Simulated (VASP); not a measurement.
# Ag (Fm-3m) in VASP: a series of runs, part 2 of 2

VASP 6.6.1. Earlier steps stand in the parts before.

### Step 3. Relaxation of cell and atoms, PBE

This run uses another cell than the first one, of 17.06 Å³/atom, 0.986 times its volume.

The input, INCAR:

```
SYSTEM = Ag
PREC = Accurate
ENCUT = 500
EDIFF = 1E-7
ISMEAR = -1
SIGMA = 0.05
LREAL = .False.
LASPH = .True.
NELM = 120
ALGO = Normal
ISIF = 3
LWAVE = .False.
LCHARG = .False.
GGA = PE
IBRION = 2
NSW = 80
EDIFFG = -0.01
GGA_COMPAT = .False.
NELMIN = 4
```

The input, KPOINTS:

```
Automatic mesh
0
Gamma
  16 16 16
  0 0 0
```

The input, POSCAR:

```
Ag
1.0
    0.0000000000      2.0431000000      2.0431000000
    2.0431000000      0.0000000000      2.0431000000
    2.0431000000      2.0431000000      0.0000000000
Ag
1
Direct
    0.0000000000      0.0000000000      0.0000000000
```

Potentials or basis: VASP PAW PBE potentials, release 64 (Ag).

Command:

```
cat potpaw_PBE.64/Ag/POTCAR > POTCAR
mpirun -np 1 vasp_std > vasp.out
```

OUTCAR:

```text
SYSTEM = Ag
   PREC = Accurate
   ENCUT = 500
   EDIFF = 1E-7
   ISMEAR = -1
   LREAL = .False.
   LASPH = .True.
   NELM = 120
   ISIF = 3
   GGA = PE
   IBRION = 2
   NSW = 80
   EDIFFG = -0.01
   NELMIN = 4

 ion  position               nearest neighbor table
   1  0.000  0.000  0.000-

  LATTYP: Found a face centered cubic cell.
 ALAT       =     4.0862000000

  Lattice vectors:

 A1 = (   0.0000000000,   2.0431000000,   2.0431000000)
 A2 = (   2.0431000000,   0.0000000000,   2.0431000000)
 A3 = (   2.0431000000,   2.0431000000,   0.0000000000)

Analysis of symmetry for initial positions (statically):
=====================================================================
 Subroutine PRICEL returns:
 Original cell was already a primitive cell.

 Routine SETGRP: Setting up the symmetry group for a
 face centered cubic supercell.

 Subroutine GETGRP returns: Found 48 space group operations
 (whereof 48 operations were pure point group operations)
 out of a pool of 48 trial point group operations.

The static configuration has the point symmetry O_h .

Analysis of symmetry for dynamics (positions and initial velocities):
=====================================================================
 Subroutine PRICEL returns:
 Original cell was already a primitive cell.

 Routine SETGRP: Setting up the symmetry group for a
 face centered cubic supercell.

 Subroutine GETGRP returns: Found 48 space group operations
 (whereof 48 operations were pure point group operations)
 out of a pool of 48 trial point group operations.

The dynamic configuration has the point symmetry O_h .

 Subroutine INISYM returns: Found 48 space group operations
 (whereof 48 operations are pure point group operations),
 and found     1 'primitive' translations

[... 117 lines left out ...]
   GGA     = PE    functional components
   LHFCALC =     F    Hartree Fock is set to
   AEXX    =    0.0000 exact exchange contribution
   IVDW    =     0    specifies the selected vdW correction
   LEPSILON=     F    determine dielectric tensor
   LRPA    =     F    only Hartree local field effects (RPA)
 conjugate gradient relaxation of ions
 non-spin polarized calculation
  energy-cutoff  :      500.00
  volume of cell :       17.06
 maximum number of plane-waves:       445
 NGX is ok and might be reduce to    24
   NGX = 11   NGY = 11   NGZ = 11

--------------------------------------- Ionic step        1  -------------------------------------------

 number of electron      10.9999999 magnetization

 Free energy of the ion-electron system (eV)
  ---------------------------------------------------
  ext. energy  EPLUGINS =         0.00000000
  ---------------------------------------------------
  free energy    TOTEN  =        -2.70961376 eV

  energy without entropy =       -2.70732212  energy(sigma->0) =       -2.70846794

------------------------ aborting loop because EDIFF is reached ----------------------------------------

  FORCE on cell =-STRESS in cart. coord.  units (eV):
  Direction    XX          YY          ZZ          XY          YZ          ZX
  --------------------------------------------------------------------------------------
  -------------------------------------------------------------------------------------
  Total        0.4842137      0.4842137      0.4842137      0.0000000      0.0000000     -0.0000000
  in kB       45.4829678     45.4829678     45.4829678      0.0000000      0.0000000     -0.0000000
  external PRESSURE =      45.4829678 kB  Pullay stress =       0.0000000 kB
[... 57 lines left out ...]
--------------------------------------- Ionic step        3  -------------------------------------------

 number of electron      11.0000000 magnetization

 Free energy of the ion-electron system (eV)
  ---------------------------------------------------
  ext. energy  EPLUGINS =         0.00000000
  ---------------------------------------------------
  free energy    TOTEN  =        -2.72007648 eV

  energy without entropy =       -2.71772592  energy(sigma->0) =       -2.71890120

 E-fermi :   7.7794     XC(G=0): -11.9435

 val. band max:        7.7779878480   @ k =   0.5000   0.1875   0.0625
 cond. band min:       7.8694120661   @ k =   0.4375   0.3750   0.0000
 fundamental gap:      0.0914242182
 Fermi energy:         7.7793762264

 k-point     1 :       0.0000    0.0000    0.0000
  band No.  band energies     occupation
      1       0.3780      2.00000
      2       3.1739      2.00000
      3       3.1739      2.00000
      4       3.1739      2.00000
      5       4.1284      2.00000
      6       4.1284      2.00000
      7      23.7421      0.00000
      8      27.0546      0.00000
      9      27.0546      0.00000
[... 265 lines left out ...]
 k-point    24 :      -0.0625    0.0625    0.0000
  band No.  band energies     occupation
      1       0.6876      2.00000
      2       3.0953      2.00000
      3       3.2484      2.00000
      4       3.2752      2.00000
      5       4.0559      2.00000
      6       4.1478      2.00000
      7      23.6705      0.00000
      8      25.0661      0.00000
      9      26.4174      0.00000

 [... further k-points ...]
[... 5 lines left out ...]
  --------------------------------------------------------------------------------------
  -------------------------------------------------------------------------------------
  Total        0.0016038      0.0016038      0.0016038      0.0000000      0.0000000     -0.0000000
  in kB        0.1440848      0.1440848      0.1440848      0.0000000      0.0000000     -0.0000000
  external PRESSURE =       0.1440848 kB  Pullay stress =       0.0000000 kB
[... 16 lines left out ...]
  FREE ENERGIE OF THE ION-ELECTRON SYSTEM (eV)
  ---------------------------------------------------
  free  energy   TOTEN  =        -2.7200764775 eV

  energy  without entropy=       -2.7177259186  energy(sigma->0) =       -2.71890120

 reached required accuracy - stopping structural energy minimisation
```

Wall time 69 s (1 thread of Intel Xeon 8259CL, shared host); peak memory 0.16 GiB.

What came out:

* Free energy: -2.7201 eV
* Relaxed volume: 17.83 Å³/atom
* Relaxed cell: a = 2.933 Å, b = 2.933 Å, c = 2.933 Å, α = 60.00°, β = 60.00°, γ = 60.00°
* Space group after relaxing (to 0.05 Å): Fm-3m (No. 225)
* Energy gained by relaxing: 10.5 meV/atom
* Ionic steps: 3
* Pressure after relaxing: 0.0 GPa

The path:
| step | energy change (eV) | largest force (eV/Å) | pressure (GPa) | volume (Å³) |
| --- | --- | --- | --- | --- |
| 1 | 0.0000 | 0.0000 | 4.55 | 17.06 |
| 2 | -0.0075 | 0.0000 | -2.05 | 18.28 |
| 3 | -0.0105 | 0.0000 | 0.01 | 17.83 |

Final structure:
```
Ag
1.0
     0.00000    2.07365    2.07365
     2.07365    0.00000    2.07365
     2.07365    2.07365    0.00000
Ag
1
Direct
  0.00000 0.00000 0.00000
```

Levels at points of the mesh, in eV from the Fermi level:
```
           k point  band 2  band 3  band 4  band 5  band 6  band 7  band 8  band 9
(0.00, 0.00, 0.00)   -4.61   -4.61   -4.61   -3.65   -3.65   15.96   19.28   19.28
(0.50, 0.00, 0.00)   -4.62   -4.62   -2.92   -2.92   -0.24    3.40   15.19   17.45
(0.50, 0.50, 0.00)   -5.99   -2.95   -2.72   -2.72    1.69    6.44   10.48   10.48
```

PBE usually gives volumes a little too large and moduli too small. Zero-point motion and thermal expansion aren't in these numbers.
